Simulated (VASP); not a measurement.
A run of VASP 6.6.1 is set up as follows.

Contents of INCAR:

```
  ALGO = Normal
  DIPOL = 0.5 0.5 0.300
  EDIFF = 1E-7
  ENCUT = 520
  GGA = PE
  IDIPOL = 3
  ISIF = 2
  ISMEAR = 0
  LASPH = T
  LCHARG = F
  LDIPOL = T
  LREAL = F
  LWAVE = F
  NBANDS = 19
  NELM = 100
  PREC = Accurate
  SIGMA = 0.1
```

The input KPOINTS:

```
k-points
0
Gamma
  6 6 1
```

The input POSCAR:

```
Zr
1.0
    2.9974415537      0.0000000000      0.0000000000
    0.0000000000      2.9974415537      0.0000000000
    0.0000000000      0.0000000000     28.3100000400
Zr
2
Direct
    0.5000000000      0.0000000000      0.2620199818
    0.0000000000      0.5000000000      0.3384745423
```

Potentials or basis: VASP PAW PBE potentials, release 64 (Zr_sv).

The run is started by

```console
$ cat potpaw_PBE.64/Zr_sv/POTCAR > POTCAR
$ mpirun -np 1 vasp_std > vasp.out
```

Problem. Estimate the largest force.

Solution. 0.007 eV/Å.

Problem. Estimate the band gap on the k mesh.

Solution. Zero (band 12 reaches -1.60 eV, above the bottom of band 13 at -1.99 eV).

Forces on the atoms (eV/Å):
```
Zr   0.000  0.000 -0.007
Zr   0.000  0.000  0.007
```
